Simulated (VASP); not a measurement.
TaN: single point with PBEsol

Crystal: TaN.

```
CELL_PARAMETERS angstrom
2.99710 0.00000 0.00000
-1.49855 2.59556 0.00000
0.00000 0.00000 2.83490
ATOMIC_POSITIONS crystal
Ta 0.33333 0.66667 0.50000
N 0.00000 0.00000 0.00000
```

```
Program                : VASP 6.6.1
Task                   : single point
Functional             : PBEsol
Potentials or basis    : VASP PAW PBE potentials, release 64 (Ta_pv, N)
Cutoff                 : 520 eV
k mesh                 : 18 × 18 × 16
Occupations            : gaussian, width 0.15 eV
Spin                   : no spin polarisation
Dipole correction      : no
Further INCAR settings : ALGO = Normal; EDIFF = 1e-06; NBANDS = 15
```

The pressure is -10.4 GPa. The band gap on the k mesh is zero (band 8 reaches 8.12 eV, above the bottom of band 9 at 7.81 eV).

Stress tensor (GPa, compression positive):
```
-17.67   0.00   0.00
  0.00 -17.67   0.00
  0.00   0.00   4.07
```

Levels at points of the mesh, in eV from the Fermi level:
```
           k point  band 6  band 7  band 8  band 9  band 10  band 11
(0.00, 0.00, 0.00)   -4.73   -4.03   -2.63    1.78     3.70     3.70
(0.50, 0.00, 0.00)   -4.74   -3.39   -3.30    3.08     3.59     4.90
(0.00, 0.00, 0.50)   -3.94   -3.94   -0.04   -0.04     2.88     3.00
(0.50, 0.00, 0.50)   -6.05   -5.79   -0.24    3.97     4.99     6.11
```

Wall time 31 s on 1 thread of Intel(R) Xeon(R) 6975P-C (Granite Rapids), on a shared host, peak memory 0.23 GiB.

Caveat: the PAW data sets were made with another functional, which shifts forces and pressure a little; spin-orbit coupling is left out, which moves the levels of the heavy elements.
